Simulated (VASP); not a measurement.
Write the native input for VASP 6.6.1 that does the following.

```
Task                   : single point
Functional             : LDA
Potentials or basis    : VASP PAW LDA potentials, release 64 (Ti_sv, O)
Cutoff                 : 520 eV
k mesh                 : 6 × 4 × 6
Occupations            : gaussian, width 0.02 eV
Spin                   : no spin polarisation
Dipole correction      : no
Further INCAR settings : ALGO = Normal; EDIFF = 1e-07; NBANDS = 60
```

The structure of TiO2 lies in POSCAR:

```
TiO2
1.0
    4.3939669038      0.0000000000      0.0000000000
    0.0000000000      5.2450875355      0.0000000000
    0.0000000000      0.0000000000      4.6993293457
Ti O
4 8
Direct
    0.5000000000      0.6803619610      0.7500000000
    0.0000000000      0.8196380390      0.2500000000
    0.5000000000      0.3196380390      0.2500000000
    0.0000000000      0.1803619610      0.7500000000
    0.7340861021      0.6061246672      0.0754541558
    0.2340861021      0.8938753328      0.9245458442
    0.7659138979      0.8938753328      0.5754541558
    0.2659138979      0.6061246672      0.4245458442
    0.7340861021      0.3938753328      0.5754541558
    0.2340861021      0.1061246672      0.4245458442
    0.7659138979      0.1061246672      0.0754541558
    0.2659138979      0.3938753328      0.9245458442
```

These files were run (other wordings do the same):

INCAR

```
ALGO = Normal
EDIFF = 1E-7
ENCUT = 520
ISIF = 2
ISMEAR = 0
LASPH = T
LCHARG = T
LELF = T
LREAL = F
LVHAR = T
LWAVE = F
NBANDS = 60
NELM = 100
PREC = Accurate
SIGMA = 0.02
```

KPOINTS

```
k-points
0
Gamma
  6 4 6
```

Potentials or basis: VASP PAW LDA potentials, release 64 (Ti_sv, O).

Launch:

```bash
$ cat potpaw_LDA.64/Ti_sv/POTCAR potpaw_LDA.64/O/POTCAR > POTCAR
$ mpirun -np 1 vasp_std > vasp.out
```

It gave:

```yaml
Pressure: 26.8 GPa
Largest_force: 0.068 eV/Å
Band_gap_on_the_k_mesh: 2.89 eV
```

Caveat: the cell stands under pressure.

It took 4.2 min on 1 thread of Intel Xeon 8259CL (shared host), peak memory 0.33 GiB.
